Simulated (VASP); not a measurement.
# C (P-1) in VASP: single point with r2SCAN

Aim: the single point of C with r2SCAN.

Everything below comes from runs of VASP 6.6.1. Logs are shortened: lines on timing, memory, paths and dates and some standing lists are left out, and cuts for length are marked.

## Step 1: The cell of the first run

The typed cell holds 12 atoms: a = 2.518 Å, b = 2.518 Å, c = 12.340 Å, α = 88.05°, β = 89.03°, γ = 60.00°.

## Step 2: Single point, r2SCAN (the part above a cut slid along it)

Input file POSCAR:

```
C
1.0
    1.7801417073     -1.7801417073      0.0000000000
    1.7801417073      0.0000000000     -1.7801417073
    7.4172571138      7.1205668293      6.8238765448
C
12
Direct
    0.6666666667      0.6215222222      0.2708666667
    0.0000000000     -0.0173666667      0.1042000000
    0.3333333333      0.2604111111      0.4375333333
    0.6666666667      0.5381888889      0.7708666667
    1.0000000000      0.8993000000      0.6042000000
    0.3333333333      0.1770777778      0.9375333333
    0.6666666667      0.6006888889      0.3958666667
    1.0000000000      0.9618000000      0.2292000000
    0.3333333333      0.2395777778      0.5625333333
    0.6666666667      0.5173555556      0.8958666667
    0.0000000000     -0.1215333333      0.7292000000
    0.3333333333      0.3229111111      0.0625333333
```

Input file INCAR.step1:

```
ALGO = Normal
EDIFF = 1E-4
ENCUT = 520
GGA = PE
ISMEAR = 0
LASPH = True
LCHARG = False
LREAL = False
LWAVE = True
NBANDS = 36
NELM = 80
PREC = Accurate
SIGMA = 0.05
```

Input file INCAR.step2:

```
ALGO = Normal
EDIFF = 1E-6
ENCUT = 520
ISIF = 2
ISMEAR = 0
ISTART = 1
LASPH = True
LCHARG = False
LMIXTAU = True
LREAL = False
LWAVE = False
METAGGA = R2SCAN
NBANDS = 36
NELM = 80
PREC = Accurate
SIGMA = 0.05
```

Input file KPOINTS:

```
k-points
0
Gamma
  10 10 2
```

Potentials or basis: VASP PAW PBE potentials, release 64 (C).

Command:

```console
cat potpaw_PBE.64/C/POTCAR > POTCAR
cp INCAR.step1 INCAR
mpirun -np 1 vasp_std > vasp.out
cp INCAR.step2 INCAR
mpirun -np 1 vasp_std > vasp.out
```

OUTCAR:

```text
EDIFF = 1E-6
   ENCUT = 520
   ISIF = 2
   ISMEAR = 0
   ISTART = 1
   LASPH = True
   LREAL = False
   METAGGA = R2SCAN
   NELM = 80
   PREC = Accurate

 ion  position               nearest neighbor table
   1  0.667  0.622  0.271-   7 1.54   8 1.54   8 1.54   8 1.54
   2  0.000  0.983  0.104-   8 1.54  12 1.54  12 1.54  12 1.54
   3  0.333  0.260  0.438-   7 1.54   7 1.54   7 1.54   9 1.54
   4  0.667  0.538  0.771-  10 1.54  11 1.54  11 1.54  11 1.54
   5  0.000  0.899  0.604-  11 1.54   9 1.54   9 1.54   9 1.54
   6  0.333  0.177  0.938-  10 1.54  10 1.54  10 1.54  12 1.60
   7  0.667  0.601  0.396-   3 1.54   3 1.54   3 1.54   1 1.54
   8  0.000  0.962  0.229-   2 1.54   1 1.54   1 1.54   1 1.54
   9  0.333  0.240  0.563-   3 1.54   5 1.54   5 1.54   5 1.54
  10  0.667  0.517  0.896-   6 1.54   6 1.54   6 1.54   4 1.54
  11  0.000  0.878  0.729-   5 1.54   4 1.54   4 1.54   4 1.54
  12  0.333  0.323  0.063-   2 1.54   2 1.54   2 1.54   6 1.60

  LATTYP: Found a base centered monoclinic cell.
 ALAT       =     2.5175005454
 B/A-ratio  =     1.7320508076
 C/A-ratio  =     4.9018137234
 COS(beta)  =    -0.0340010200

  Lattice vectors:

 A1 = (  -1.7801417073,   1.7801417073,   0.0000000000)
 A2 = (   0.0000000000,  -1.7801417073,   1.7801417073)
 A3 = (   7.4172571138,   7.1205668293,   6.8238765448)

Analysis of symmetry for initial positions (statically):
=====================================================================
 Subroutine PRICEL returns:
 Original cell was already a primitive cell.

 Routine SETGRP: Setting up the symmetry group for a
 base centered monoclinic supercell.

 Subroutine GETGRP returns: Found  2 space group operations
 (whereof  1 operations were pure point group operations)
 out of a pool of  4 trial point group operations.

The static configuration has the point symmetry C_1 .
 The point group associated with its full space group is S_2 .

Analysis of symmetry for dynamics (positions and initial velocities):
=====================================================================
 Subroutine PRICEL returns:
 Original cell was already a primitive cell.

 Routine SETGRP: Setting up the symmetry group for a
 base centered monoclinic supercell.

 Subroutine GETGRP returns: Found  2 space group operations
 (whereof  1 operations were pure point group operations)
 out of a pool of  4 trial point group operations.

The dynamic configuration has the point symmetry C_1 .
 The point group associated with its full space group is S_2 .

 Subroutine INISYM returns: Found  2 space group operations
 (whereof  1 operations are pure point group operations),
 and found     1 'primitive' translations

----------------------------------------------------------------------------------------

                                     Primitive cell

  volume of cell :      67.6932

  direct lattice vectors                    reciprocal lattice vectors
     1.780141707 -1.780141707  0.000000000     0.187251010 -0.374502021  0.187251010
     1.780141707  0.000000000 -1.780141707     0.179448885  0.179448885 -0.382304146
     7.417257114  7.120566829  6.823876545     0.046812753  0.046812753  0.046812753

  length of vectors
     2.517500545  2.517500545 12.340318722     0.458669429  0.458868461  0.081082066

  position of ions in fractional coordinates (direct lattice)
     0.666666667  0.621522222  0.270866667
     1.000000000  0.982633333  0.104200000
     0.333333333  0.260411111  0.437533333
     0.666666667  0.538188889  0.770866667
     1.000000000  0.899300000  0.604200000
     0.333333333  0.177077778  0.937533333
     0.666666667  0.600688889  0.395866667
     1.000000000  0.961800000  0.229200000
     0.333333333  0.239577778  0.562533333
     0.666666667  0.517355556  0.895866667
     1.000000000  0.878466667  0.729200000
     0.333333333  0.322911111  0.062533333

  ion indices of the primitive-cell ions
   primitive index   ion index
                 1           1
                 2           2
                 3           3
                 4           4
                 5           5
                 6           6
                 7           7
                 8           8
                 9           9
                10          10
                11          11
                12          12

----------------------------------------------------------------------------------------

 KPOINTS: k-points

Automatic generation of k-mesh.
 Grid dimensions read from file:
 generate k-points for:   10   10    2

 Generating k-lattice:

  Cartesian coordinates                     Fractional coordinates (reciprocal lattice)
     0.018725101 -0.037450202  0.018725101     0.100000000  0.000000000 -0.000000000
     0.017944888  0.017944888 -0.038230415     0.000000000  0.100000000  0.000000000
     0.023406376  0.023406376  0.023406376     0.000000000  0.000000000  0.500000000

  Length of vectors
     0.045866943  0.045886846  0.040541033

  Shift w.r.t. Gamma in fractional coordinates (k-lattice)
     0.000000000  0.000000000  0.000000000

 Subroutine IBZKPT returns following result:
 ===========================================

 Found    104 irreducible k-points:

 Following reciprocal coordinates:
            Coordinates               Weight
  0.000000  0.000000  0.000000      1.000000
  0.100000  0.000000 -0.000000      2.000000
  0.200000  0.000000 -0.000000      2.000000
  0.300000  0.000000  0.000000      2.000000
  0.400000  0.000000  0.000000      2.000000
  0.500000  0.000000  0.000000      1.000000
[... 16 lines left out ...]
  0.200000 -0.200000  0.000000      2.000000
  0.500000  0.200000  0.000000      2.000000
 [... further k-points ...]
   k-points           NKPTS =    104   k-points in BZ     NKDIM =    104   number of bands    NBANDS=     36
   number of dos      NEDOS =    301   number of ions     NIONS =     12
   total plane-waves  NPLWV =  38400
   dimension x,y,z NGX =    20 NGY =   20 NGZ =   96
   dimension x,y,z NGXF=    40 NGYF=   40 NGZF=  192
   ions per type =              12
   NGX,Y,Z   is equivalent  to a cutoff of  13.21, 13.21, 12.93 a.u.
   NGXF,Y,Z  is equivalent  to a cutoff of  26.41, 26.41, 25.87 a.u.
 SYSTEM =  unknown system
   PREC   = accura    normal or accurate (medium, high low for compatibility)
   ISTART =      1    job   : 0-new  1-cont  2-samecut
   ICHARG =      0    charge: 1-file 2-atom 10-const
   ISPIN  =      1    spin polarized calculation?
   LNONCOLLINEAR =      F non collinear calculations
   LSORBIT =      F    spin-orbit coupling
   LASPH  =      T    aspherical Exc in radial PAW
   ENCUT  =  520.0 eV  38.22 Ry    6.18 a.u.   4.68  4.68 22.94*2*pi/ulx,y,z
   NELM   =     80;   NELMIN=  2; NELMDL=  0     # of ELM steps
   EDIFF  = 0.1E-05   stopping-criterion for ELM
   LREAL  =      F    real-space projection
   EDIFFG = 0.1E-04   stopping-criterion for IOM
   NSW    =      0    number of steps for IOM
   IBRION =     -1    ionic relax: 0-MD 1-quasi-New 2-CG
   NFREE  =      0    steps in history (QN), initial steepest desc. (CG)
   ISIF   =      2    stress and relaxation
   ISYM   =      2    0-nonsym 1-usesym 2-fastsym
   POTIM  = 0.5000    time-step for ionic-motion
   TEBEG  =    0.0;   TEEND  =   0.0 temperature during run
   PSTRESS=    0.0 pullay stress
   NELECT =      48.0000    total number of electrons
   NUPDOWN=      -1.0000    fix difference up-down
   EMIN   =  10.00;   EMAX   =-10.00  energy-range for DOS
   EFERMI =   0.00;   METHOD = LEGACY
   ISMEAR =     0;   SIGMA  =   0.05  broadening in eV -4-tet -1-fermi 0-gaus
   EFERMI_NEDOS =   21; number of points for ismear=-14 and -15
   IALGO  =     38    algorithm
   IMIX   =      4    mixing-type and parameters
     AMIX     =   0.40;   BMIX     =  1.00
     AMIX_MAG =   1.60;   BMIX_MAG =  1.00
  volume/ion in A,a.u.               =       5.64        38.07
  Fermi-wavevector in a.u.,A,eV,Ry     =   1.459846  2.758708 28.996044  2.131149
  Thomas-Fermi vector in A             =   2.576365
   LORBIT       =      0    0 simple, 1 ext, 2 COOP (PROOUT), +10 PAW based schemes
   METAGGA = R2SCAN    functional components
   LHFCALC =     F    Hartree Fock is set to
   AEXX    =    0.0000 exact exchange contribution
   IVDW    =     0    specifies the selected vdW correction
   LEPSILON=     F    determine dielectric tensor
   LRPA    =     F    only Hartree local field effects (RPA)
 non-spin polarized calculation
 Gauss-broadening in eV      SIGMA  =   0.05
  energy-cutoff  :      520.00
  volume of cell :       67.69
 maximum number of plane-waves:      1844
   NGX =  9   NGY =  9   NGZ = 45

 number of electron      47.9999996 magnetization

 Free energy of the ion-electron system (eV)
  ---------------------------------------------------
  ext. energy  EPLUGINS =         0.00000000
  ---------------------------------------------------
  free energy    TOTEN  =      -117.18871560 eV

  energy without entropy =     -117.18871560  energy(sigma->0) =     -117.18871560

 E-fermi :  10.4223     XC(G=0): -14.2946

 val. band max:       10.1768419654   @ k =   0.0000   0.0000   0.0000
 cond. band min:      13.4197766499   @ k =   0.0000   0.4000   0.5000
 fundamental gap:      3.2429346846
 Fermi energy:        10.4222751229

 k-point     1 :       0.0000    0.0000    0.0000
  band No.  band energies     occupation
      1     -12.9704      2.00000
      2     -12.1669      2.00000
      3     -12.1643      2.00000
      4      -9.8258      2.00000
      5      -9.7965      2.00000
      6      -7.0013      2.00000
[... 28 lines left out ...]
     35      18.4425      0.00000
     36      18.5136      0.00000
[... 866 lines left out ...]
      6      -3.5981      2.00000
[... 28 lines left out ...]
     35      20.9650      0.00000
     36      21.6053      0.00000

 [... further k-points ...]

------------------------ aborting loop because EDIFF is reached ----------------------------------------

  FORCE on cell =-STRESS in cart. coord.  units (eV):
  Direction    XX          YY          ZZ          XY          YZ          ZX
  --------------------------------------------------------------------------------------
  -------------------------------------------------------------------------------------
  Total       -5.6171500      1.6012462      5.5880211     -2.7389968      3.5849503      0.6555149
  in kB     -132.9479456     37.8986491    132.2585158    -64.8271796     84.8493939     15.5148710
  external PRESSURE =      12.4030731 kB  Pullay stress =       0.0000000 kB

 VOLUME and BASIS-vectors are now :
 -----------------------------------------------------------------------------
  energy-cutoff  :      520.00
  volume of cell :       67.69
      direct lattice vectors                 reciprocal lattice vectors
     1.780141707 -1.780141707  0.000000000     0.187251010 -0.374502021  0.187251010
     1.780141707  0.000000000 -1.780141707     0.179448885  0.179448885 -0.382304146
     7.417257114  7.120566829  6.823876545     0.046812753  0.046812753  0.046812753

 POSITION                                       TOTAL-FORCE (eV/Angst)
 -----------------------------------------------------------------------------------
      4.30225      0.74196      0.74196         0.005527      0.001085     -0.011014
      2.52210      0.74196     -1.03818         0.050594      0.234164     -0.013979
      4.30225      2.52210      2.52210         0.003185     -0.000669     -0.004350
      7.86253      4.30225      4.30225         0.220581     -0.069370     -0.281753
      6.08239      4.30225      2.52210         0.023857     -0.004499     -0.027595
      7.86253      6.08239      6.08239         2.178545     -0.060024     -2.341980
      5.19232      1.63203      1.63203        -0.023857      0.004499      0.027595
      3.41218      1.63203     -0.14811        -0.220581      0.069370      0.281753
      5.19232      3.41218      3.41218        -0.003185      0.000669      0.004350
      8.75260      5.19232      5.19232        -0.050594     -0.234164      0.013979
      6.97246      5.19232      3.41218        -0.005527     -0.001085      0.011014
      1.63203     -0.14811     -0.14811        -2.178545      0.060024      2.341980
 -----------------------------------------------------------------------------------
    total drift:                               -0.000000     -0.000000     -0.000001

  FREE ENERGIE OF THE ION-ELECTRON SYSTEM (eV)
  ---------------------------------------------------
  free  energy   TOTEN  =      -117.1887155990 eV

  energy  without entropy=     -117.1887155990  energy(sigma->0) =     -117.18871560
```

Run time: 8.8 min. Hardware: 1 thread of AMD EPYC 9R45 (Zen 5), shared host; peak memory 0.26 GiB.

What came out:

- Free energy: -117.1887 eV
- Pressure: 1.2 GPa
- Largest force: 3.199 eV/Å
- Band gap on the k mesh: 3.24 eV (least direct gap 5.15 eV)

Forces on the atoms (eV/Å):
```
C    0.006  0.001 -0.011
C    0.051  0.234 -0.014
C    0.003 -0.001 -0.004
C    0.221 -0.069 -0.282
C    0.024 -0.004 -0.028
C    2.179 -0.060 -2.342
C   -0.024  0.004  0.028
C   -0.221  0.069  0.282
C   -0.003  0.001  0.004
C   -0.051 -0.234  0.014
C   -0.006 -0.001  0.011
C   -2.179  0.060  2.342
```

Caveat: the cell differs from its parent crystal (the part above a cut slid along it); the stress differs along the axes, from -13 to 13 GPa; the PAW data sets were made with another functional, which shifts forces and pressure a little. A k mesh can miss the band edges.
